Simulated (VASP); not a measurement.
# CuAs (P6_3/mmc) in VASP: further runs

The runs below take CuAs through single point, with LDA.

Everything below comes from runs of VASP 6.6.1. Logs are shortened: lines on timing, memory, paths and dates and some standing lists are left out, and cuts for length are marked.

### Step 1. The cell of the first run

Symmetry: P6_3/mmc, No. 194, hexagonal system. Conventional cell: a = 3.602 Å, b = 3.602 Å, c = 4.920 Å, α = 90.00°, β = 90.00°, γ = 120.00°. Within 3.2 Å of Cu (site symmetry -3m) lie 6 As at 2.42 Å and 2 Cu at 2.46 Å. Within 3.2 Å of As (site symmetry -6m2) lie 6 Cu at 2.42 Å.

### Step 2. Single point, LDA (volume 13.824 Å^3 an atom, c/a of the conventional cell 1.3657)

INCAR reads:

```
SYSTEM = CuAs
  PREC = Accurate
  ENCUT = 520
  EDIFF = 1E-6
  ISMEAR = 0
  SIGMA = 0.15
  LREAL = .False.
  LASPH = .True.
  NELM = 100
  ALGO = Normal
  ISIF = 2
  LWAVE = .False.
  LCHARG = .False.
  GGA = CA
  NBANDS = 24
```

KPOINTS reads:

```
regular mesh
0
Gamma
  15 15 10
  0 0 0
```

POSCAR reads:

```
CuAs
1.0
    3.6024884060      0.0000000000      0.0000000000
   -1.8012442030      3.1198464764      0.0000000000
    0.0000000000      0.0000000000      4.9199184161
Cu As
2 2
Direct
    0.0000000000      0.0000000000      0.5000000000
    0.0000000000      0.0000000000      0.0000000000
    0.6666666667      0.3333333333      0.7500000000
    0.3333333333      0.6666666667      0.2500000000
```

Potentials or basis: VASP PAW LDA potentials, release 64 (Cu, As).

Started as:

```
cat potpaw_LDA.64/Cu/POTCAR potpaw_LDA.64/As/POTCAR > POTCAR
mpirun -np 1 vasp_std > vasp.out
```

OUTCAR:

```text
SYSTEM = CuAs
   PREC = Accurate
   ENCUT = 520
   EDIFF = 1E-6
   ISMEAR = 0
   LREAL = .False.
   LASPH = .True.
   NELM = 100
   ISIF = 2
   GGA = CA

 ion  position               nearest neighbor table
   1  0.000  0.000  0.500-   3 2.42   4 2.42   4 2.42   3 2.42   3 2.42   4 2.42   2 2.46   2 2.46

   2  0.000  0.000  0.000-   3 2.42   4 2.42   4 2.42   3 2.42   3 2.42   4 2.42   1 2.46   1 2.46

   3  0.667  0.333  0.750-   1 2.42   2 2.42   1 2.42   2 2.42   1 2.42   2 2.42
   4  0.333  0.667  0.250-   1 2.42   2 2.42   1 2.42   2 2.42   1 2.42   2 2.42

  LATTYP: Found a hexagonal cell.
 ALAT       =     3.6024884060
 C/A-ratio  =     1.3657000000

  Lattice vectors:

 A1 = (   3.6024884060,   0.0000000000,   0.0000000000)
 A2 = (  -1.8012442030,   3.1198464764,   0.0000000000)
 A3 = (   0.0000000000,   0.0000000000,   4.9199184161)

Analysis of symmetry for initial positions (statically):
=====================================================================
 Subroutine PRICEL returns:
 Original cell was already a primitive cell.

 Routine SETGRP: Setting up the symmetry group for a
 hexagonal supercell.

 Subroutine GETGRP returns: Found 24 space group operations
 (whereof 12 operations were pure point group operations)
 out of a pool of 24 trial point group operations.

The static configuration has the point symmetry D_3d.
 The point group associated with its full space group is D_6h.

Analysis of symmetry for dynamics (positions and initial velocities):
=====================================================================
 Subroutine PRICEL returns:
 Original cell was already a primitive cell.

 Routine SETGRP: Setting up the symmetry group for a
 hexagonal supercell.

 Subroutine GETGRP returns: Found 24 space group operations
 (whereof 12 operations were pure point group operations)
 out of a pool of 24 trial point group operations.

The dynamic configuration has the point symmetry D_3d.
 The point group associated with its full space group is D_6h.

 Subroutine INISYM returns: Found 24 space group operations
 (whereof 12 operations are pure point group operations),
 and found     1 'primitive' translations

----------------------------------------------------------------------------------------

                                     Primitive cell

  volume of cell :      55.2960

  direct lattice vectors                    reciprocal lattice vectors
     3.602488406  0.000000000  0.000000000     0.277585904  0.160264296  0.000000000
    -1.801244203  3.119846476  0.000000000     0.000000000  0.320528593  0.000000000
     0.000000000  0.000000000  4.919918416     0.000000000  0.000000000  0.203255403

  length of vectors
     3.602488406  3.602488406  4.919918416     0.320528593  0.320528593  0.203255403

  position of ions in fractional coordinates (direct lattice)
     0.000000000  0.000000000  0.500000000
     0.000000000  0.000000000  0.000000000
     0.666666667  0.333333333  0.750000000
     0.333333333  0.666666667  0.250000000

  ion indices of the primitive-cell ions
   primitive index   ion index
                 1           1
                 2           2
                 3           3
                 4           4

----------------------------------------------------------------------------------------

 KPOINTS: regular mesh

Automatic generation of k-mesh.
 Grid dimensions read from file:
 generate k-points for:   15   15   10

 Generating k-lattice:

  Cartesian coordinates                     Fractional coordinates (reciprocal lattice)
     0.018505727  0.010684286  0.000000000     0.066666667 -0.000000000  0.000000000
     0.000000000  0.021368573  0.000000000     0.000000000  0.066666667  0.000000000
     0.000000000  0.000000000  0.020325540     0.000000000  0.000000000  0.100000000

  Length of vectors
     0.021368573  0.021368573  0.020325540

  Shift w.r.t. Gamma in fractional coordinates (k-lattice)
     0.000000000  0.000000000  0.000000000

 Subroutine IBZKPT returns following result:
 ===========================================

 Found    162 irreducible k-points:

 Following reciprocal coordinates:
            Coordinates               Weight
  0.000000  0.000000  0.000000      1.000000
  0.066667  0.000000  0.000000      6.000000
  0.133333  0.000000  0.000000      6.000000
  0.200000  0.000000  0.000000      6.000000
  0.266667  0.000000  0.000000      6.000000
  0.333333  0.000000  0.000000      6.000000
[... 16 lines left out ...]
  0.333333  0.200000  0.000000     12.000000
  0.400000  0.200000  0.000000      6.000000
 [... further k-points ...]
   k-points           NKPTS =    162   k-points in BZ     NKDIM =    162   number of bands    NBANDS=     24
   number of dos      NEDOS =    301   number of ions     NIONS =      4
   total plane-waves  NPLWV =  31360
   dimension x,y,z NGX =    28 NGY =   28 NGZ =   40
   dimension x,y,z NGXF=    56 NGYF=   56 NGZF=   80
   ions per type =               2   2
   NGX,Y,Z   is equivalent  to a cutoff of  12.92, 12.92, 13.52 a.u.
   NGXF,Y,Z  is equivalent  to a cutoff of  25.84, 25.84, 27.03 a.u.
 SYSTEM =  CuAs
   PREC   = accura    normal or accurate (medium, high low for compatibility)
   ISTART =      0    job   : 0-new  1-cont  2-samecut
   ICHARG =      2    charge: 1-file 2-atom 10-const
   ISPIN  =      1    spin polarized calculation?
   LNONCOLLINEAR =      F non collinear calculations
   LSORBIT =      F    spin-orbit coupling
   LASPH  =      T    aspherical Exc in radial PAW
   ENCUT  =  520.0 eV  38.22 Ry    6.18 a.u.   6.70  6.70  9.15*2*pi/ulx,y,z
   NELM   =    100;   NELMIN=  2; NELMDL= -5     # of ELM steps
   EDIFF  = 0.1E-05   stopping-criterion for ELM
   LREAL  =      F    real-space projection
   EDIFFG = 0.1E-04   stopping-criterion for IOM
   NSW    =      0    number of steps for IOM
   IBRION =     -1    ionic relax: 0-MD 1-quasi-New 2-CG
   NFREE  =      0    steps in history (QN), initial steepest desc. (CG)
   ISIF   =      2    stress and relaxation
   ISYM   =      2    0-nonsym 1-usesym 2-fastsym
   POTIM  = 0.5000    time-step for ionic-motion
   TEBEG  =    0.0;   TEEND  =   0.0 temperature during run
   PSTRESS=    0.0 pullay stress
   NELECT =      32.0000    total number of electrons
   NUPDOWN=      -1.0000    fix difference up-down
   EMIN   =  10.00;   EMAX   =-10.00  energy-range for DOS
   EFERMI =   0.00;   METHOD = LEGACY
   ISMEAR =     0;   SIGMA  =   0.15  broadening in eV -4-tet -1-fermi 0-gaus
   EFERMI_NEDOS =   21; number of points for ismear=-14 and -15
   IALGO  =     38    algorithm
   IMIX   =      4    mixing-type and parameters
     AMIX     =   0.40;   BMIX     =  1.00
     AMIX_MAG =   1.60;   BMIX_MAG =  1.00
  volume/ion in A,a.u.               =      13.82        93.29
  Fermi-wavevector in a.u.,A,eV,Ry     =   1.364249  2.578056 25.322821  1.861175
  Thomas-Fermi vector in A             =   2.490581
   LORBIT       =      0    0 simple, 1 ext, 2 COOP (PROOUT), +10 PAW based schemes
   GGA     = CA    functional components
   LHFCALC =     F    Hartree Fock is set to
   AEXX    =    0.0000 exact exchange contribution
   IVDW    =     0    specifies the selected vdW correction
   LEPSILON=     F    determine dielectric tensor
   LRPA    =     F    only Hartree local field effects (RPA)
 non-spin polarized calculation
 Gauss-broadening in eV      SIGMA  =   0.15
  energy-cutoff  :      520.00
  volume of cell :       55.30
 maximum number of plane-waves:      1530
 NGX is ok and might be reduce to    28
   NGX = 13   NGY = 13   NGZ = 19

 number of electron      31.9999994 magnetization

 Free energy of the ion-electron system (eV)
  ---------------------------------------------------
  ext. energy  EPLUGINS =         0.00000000
  ---------------------------------------------------
  free energy    TOTEN  =       -19.85940842 eV

  energy without entropy =      -19.83923932  energy(sigma->0) =      -19.84932387

 E-fermi :   8.4092     XC(G=0): -12.1678

 val. band max:        8.4015953365   @ k =   0.2000   0.1333   0.1000
 cond. band min:       8.4116344319   @ k =   0.4000   0.0667   0.0000
 fundamental gap:      0.0100390955
 Fermi energy:         8.4091924543

 k-point     1 :       0.0000    0.0000    0.0000
  band No.  band energies     occupation
      1      -6.4875      2.00000
      2      -2.3020      2.00000
      3       0.8584      2.00000
      4       2.6613      2.00000
      5       2.6613      2.00000
      6       3.1047      2.00000
[... 16 lines left out ...]
     23      17.7530      0.00000
     24      17.7530      0.00000

 k-point     2 :       0.0667    0.0000    0.0000
  band No.  band energies     occupation
      1      -6.4258      2.00000
      2      -2.3000      2.00000
      3       0.9264      2.00000
      4       2.6732      2.00000
      5       2.6793      2.00000
      6       3.0940      2.00000
[... 16 lines left out ...]
     23      17.0033      0.00000
     24      17.2763      0.00000

 k-point     3 :       0.1333    0.0000    0.0000
  band No.  band energies     occupation
      1      -6.2421      2.00000
      2      -2.2988      2.00000
      3       1.1281      2.00000
      4       2.7054      2.00000
      5       2.7276      2.00000
      6       3.0513      2.00000
[... 16 lines left out ...]
     23      15.8703      0.00000
     24      16.4887      0.00000

 k-point     4 :       0.2000    0.0000    0.0000
  band No.  band energies     occupation
      1      -5.9410      2.00000
      2      -2.3136      2.00000
      3       1.4565      2.00000
      4       2.7287      2.00000
      5       2.7477      2.00000
      6       2.9694      2.00000
[... 16 lines left out ...]
     23      16.1552      0.00000
     24      16.4364      0.00000

 k-point     5 :       0.2667    0.0000    0.0000
  band No.  band energies     occupation
      1      -5.5316      2.00000
      2      -2.3710      2.00000
      3       1.8951      2.00000
      4       2.3426      2.00000
      5       2.7843      2.00000
      6       3.0242      2.00000
[... 451 lines left out ...]
 k-point    22 :       0.2667    0.2000    0.0000
  band No.  band energies     occupation
      1      -4.4193      2.00000
      2      -2.6310      2.00000
      3       1.3741      2.00000
      4       2.4871      2.00000
      5       2.5944      2.00000
      6       2.9880      2.00000
[... 16 lines left out ...]
     23      17.6798      0.00000
     24      19.4519      0.00000

 k-point    23 :       0.3333    0.2000    0.0000
  band No.  band energies     occupation
      1      -3.9037      2.00000
      2      -2.8767      2.00000
      3       0.8812      2.00000
      4       2.4346      2.00000
      5       2.5360      2.00000
      6       3.2869      2.00000
[... 16 lines left out ...]
     23      18.0127      0.00000
     24      19.8519      0.00000

 k-point    24 :       0.4000    0.2000    0.0000
  band No.  band energies     occupation
      1      -3.5761      2.00000
      2      -3.1008      2.00000
      3       0.6940      2.00000
      4       2.4245      2.00000
      5       2.5102      2.00000
      6       3.3410      2.00000
[... 16 lines left out ...]
     23      18.3846      0.00000
     24      19.2576      0.00000

 [... further k-points ...]
[... 5 lines left out ...]
  --------------------------------------------------------------------------------------
  -------------------------------------------------------------------------------------
  Total        5.6873571      5.6873571      2.9649459      0.0000000      0.0000000      0.0000000
  in kB      164.7886766    164.7886766     85.9080059      0.0000000      0.0000000      0.0000000
  external PRESSURE =     138.4951197 kB  Pullay stress =       0.0000000 kB

 VOLUME and BASIS-vectors are now :
 -----------------------------------------------------------------------------
  energy-cutoff  :      520.00
  volume of cell :       55.30
      direct lattice vectors                 reciprocal lattice vectors
     3.602488406  0.000000000  0.000000000     0.277585904  0.160264296  0.000000000
    -1.801244203  3.119846476  0.000000000     0.000000000  0.320528593  0.000000000
     0.000000000  0.000000000  4.919918416     0.000000000  0.000000000  0.203255403

 POSITION                                       TOTAL-FORCE (eV/Angst)
 -----------------------------------------------------------------------------------
      0.00000      0.00000      2.45996        -0.000000      0.000000     -0.000000
      0.00000      0.00000      0.00000         0.000000      0.000000     -0.000000
      1.80124      1.03995      3.68994         0.000000      0.000000      0.000000
     -0.00000      2.07990      1.22998        -0.000000     -0.000000     -0.000000
 -----------------------------------------------------------------------------------
    total drift:                               -0.000000      0.000000     -0.000000

  FREE ENERGIE OF THE ION-ELECTRON SYSTEM (eV)
  ---------------------------------------------------
  free  energy   TOTEN  =       -19.8594084248 eV

  energy  without entropy=      -19.8392393238  energy(sigma->0) =      -19.84932387
```

Run time: 4.6 min. Hardware: 1 thread of Intel Xeon Platinum 8175M at 2.50GHz (Skylake/Cascade Lake), shared host; peak memory 0.3 GiB.

Results:

- Free energy: -19.8594 eV
- Pressure: 13.8 GPa
- Band gap on the k mesh: zero (band 16 reaches 10.11 eV, above the bottom of band 17 at 7.40 eV)

Levels at points of the mesh, in eV from the Fermi level:
```csv
k point,band 13,band 14,band 15,band 16,band 17,band 18,band 19,band 20
"(0.00, 0.00, 0.00)",-2.07,-0.03,-0.03,1.70,1.70,2.85,3.06,5.09
"(0.00, 0.00, 0.50)",-1.28,-1.28,1.26,1.26,1.26,1.26,5.07,5.07
```

[end of part 1 of 4]
